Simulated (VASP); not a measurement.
Wanted: the native input for a VASP 6.6.1 run.

```
Task                   : single point
Functional             : r2SCAN
Potentials or basis    : VASP PAW PBE potentials, release 64 (Al, O)
Cutoff                 : 520 eV
k mesh                 : 12 × 12 × 4
Occupations            : gaussian, width 0.05 eV
Spin                   : no spin polarisation
Dipole correction      : no
Further INCAR settings : ALGO = Normal; EDIFF = 1e-06; NBANDS = 20
```

Al2O3:

```xyz
5
Lattice="2.9231 0.0000 0.0000 -1.4616 2.5315 0.0000 0.0000 0.0000 8.0715" Properties=species:S:1:pos:R:3 pbc="T T T"
Al    0.0000    0.0000    2.2435
Al    0.0000    0.0000    5.8281
O     0.0000    1.6877    1.6099
O     1.4616    0.8438    6.4616
O     0.0000    0.0000    4.0358
```

This cell differs from its parent crystal: ratio of the length along z to the lengths across it x 1.1, volume and fractional coordinates fixed.

One way to write it, as run:

POSCAR

```
Al2O3
1.0
    2.9231237712      0.0000000000      0.0000000000
   -1.4615618856      2.5314994443      0.0000000000
    0.0000000000      0.0000000000      8.0715490666
Al O
2 3
Direct
    0.0000000000      0.0000000000      0.2779510000
    0.0000000000      0.0000000000      0.7220490000
    0.3333333333      0.6666666667      0.1994540000
    0.6666666667      0.3333333333      0.8005460000
    0.0000000000      0.0000000000      0.5000000000
```

INCAR.step1

```
PREC = Accurate
ENCUT = 520
ISMEAR = 0
SIGMA = 0.05
LREAL = False
LASPH = True
NELM = 60
NBANDS = 20
GGA = PE
ALGO = Normal
EDIFF = 1E-4
LWAVE = True
LCHARG = False
```

INCAR.step2

```
PREC = Accurate
ENCUT = 520
EDIFF = 1E-6
ISMEAR = 0
SIGMA = 0.05
LREAL = False
LASPH = True
NELM = 60
ALGO = Normal
ISIF = 2
LWAVE = False
LCHARG = False
METAGGA = R2SCAN
LMIXTAU = True
NBANDS = 20
ISTART = 1
```

KPOINTS

```
regular mesh
0
Gamma
  12 12 4
```

Potentials or basis: VASP PAW PBE potentials, release 64 (Al, O).

Command:

```sh
$ cat potpaw_PBE.64/Al/POTCAR potpaw_PBE.64/O/POTCAR > POTCAR
$ cp INCAR.step1 INCAR
$ mpirun -np 1 vasp_std > vasp.out
$ cp INCAR.step2 INCAR
$ mpirun -np 1 vasp_std > vasp.out
```

Results of the run:

```
Pressure               : -5.9 GPa
Largest force          : 2.874 eV/Å
Band gap on the k mesh : 1.83 eV
```

Caveat: the cell stands under tension; the PAW data sets were made with another functional, which shifts forces and pressure a little.

Wall time 8 min on 1 thread of AMD EPYC 7R43 64-Core Processor (Zen 3), with other jobs on the host, peak memory 0.19 GiB.
